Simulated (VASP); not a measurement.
Crystal: LiAlO.

```
Li Al O
1.0
     3.29280    0.00000    0.00000
     0.00000    3.29280    0.00000
     0.00000    0.00000    5.55297
Li Al O
2 2 2
Direct
  0.50000 0.00000 0.20150
  0.00000 0.50000 0.79850
  0.50000 0.00000 0.64290
  0.00000 0.50000 0.35710
  0.00000 0.00000 0.00000
  0.50000 0.50000 0.00000
```

* Program: VASP 6.6.1
* Task: relaxation of cell and atoms
* Functional: PBE
* Potentials or basis: VASP PAW PBE potentials, release 64 (Li_sv, Al, O)
* Cutoff: 600 eV
* k mesh: 6 × 6 × 4
* Occupations: gaussian, width 0.1 eV
* Spin: no spin polarisation

At the start: pressure 10.0 GPa; volume 10.03 Å³/atom.

Where does the relaxation end?

Over 40 steps the energy falls by 1114.8 meV/atom and the volume is 13.45 Å³/atom (+34.0 %); space group P4/nmm (No. 129, to 0.05 Å).

The path:
| step | energy change (eV) | largest force (eV/Å) | pressure (GPa) | volume (Å³) |
| --- | --- | --- | --- | --- |
| 1 | 0.0000 | 2.8300 | 10.05 | 60.21 |
| 2 | -2.6153 | 2.8695 | -1.76 | 65.52 |
| 3 | -2.7540 | 2.4806 | -6.36 | 74.17 |
| 4 | -3.7538 | 1.8513 | -6.84 | 69.73 |
| 5 | -3.7887 | 1.4887 | -7.07 | 70.40 |
| 6 | -3.9406 | 1.4801 | -0.21 | 65.48 |
| 7 | -3.9827 | 0.9255 | -2.73 | 66.96 |
| 8 | -4.1331 | 0.7014 | 0.52 | 63.99 |
| 9 | -4.1399 | 0.6439 | 1.60 | 63.24 |
| 10 | -4.2146 | 0.4343 | 0.91 | 63.47 |
| 11 | -4.3489 | 0.8400 | -0.44 | 64.13 |
| 12 | -4.2924 | 2.2230 | -0.30 | 65.44 |
| 13 | -4.3772 | 1.2512 | -0.77 | 64.58 |
| 14 | -4.4211 | 1.0939 | -0.26 | 64.59 |
| 15 | -4.5274 | 0.6105 | 1.55 | 64.62 |
| 16 | -4.6020 | 0.6834 | 5.55 | 64.68 |
| 17 | -4.6062 | 0.5308 | 4.64 | 64.67 |
| 18 | -4.6454 | 0.6044 | 4.79 | 64.95 |
| 19 | -4.7601 | 0.8062 | 5.37 | 65.81 |
| 20 | -4.9366 | 1.4443 | 6.64 | 67.53 |
| 21 | -4.6124 | 3.2888 | 10.40 | 70.99 |
| 22 | -4.9483 | 1.9097 | 7.56 | 68.25 |
| 23 | -5.0704 | 1.9464 | 6.98 | 69.26 |
| 24 | -5.3191 | 2.2308 | 5.86 | 72.28 |
| 25 | -5.1200 | 3.1121 | 5.42 | 78.34 |
| 26 | -5.3302 | 2.6357 | 5.67 | 74.64 |
| 27 | -5.5830 | 2.2791 | 4.06 | 75.65 |
| 28 | -6.1474 | 1.0493 | -0.39 | 78.66 |
| 29 | -6.2604 | 1.8832 | -7.72 | 84.55 |
| 30 | -6.3866 | 0.6289 | -4.91 | 82.03 |
| 31 | -6.5240 | 0.6768 | -3.20 | 80.55 |
| 32 | -6.6257 | 0.7509 | 0.01 | 78.19 |
| 33 | -6.6279 | 0.7611 | 0.69 | 77.74 |
| 34 | -6.6556 | 0.4070 | 1.19 | 77.97 |
| 35 | -6.6703 | 0.0897 | 1.91 | 78.28 |
| 36 | -6.6831 | 0.0775 | 0.51 | 79.72 |
| 37 | -6.6853 | 0.0690 | -0.35 | 80.65 |
| 38 | -6.6876 | 0.0593 | -0.24 | 80.71 |
| 39 | -6.6887 | 0.0448 | -0.09 | 80.79 |
| 40 | -6.6890 | 0.0383 | 0.01 | 80.70 |

Final structure:
```
CELL_PARAMETERS angstrom
3.51080 0.00000 0.00000
0.00000 3.51080 0.00000
0.00000 0.00000 6.54740
ATOMIC_POSITIONS crystal
Li 0.50000 0.00000 0.41036
Li 0.00000 0.50000 0.58964
Al 0.50000 0.00000 0.86980
Al 0.00000 0.50000 0.13020
O 0.00000 0.00000 0.00000
O 0.50000 0.50000 0.00000
```

Caveat: the cutoff is under 1.25 times the usual one of these potentials, so pressure, stress and relaxed cells hold a basis-set (Pulay) error; the volume moved by over 15 % at a fixed basis, so the end points are rough.
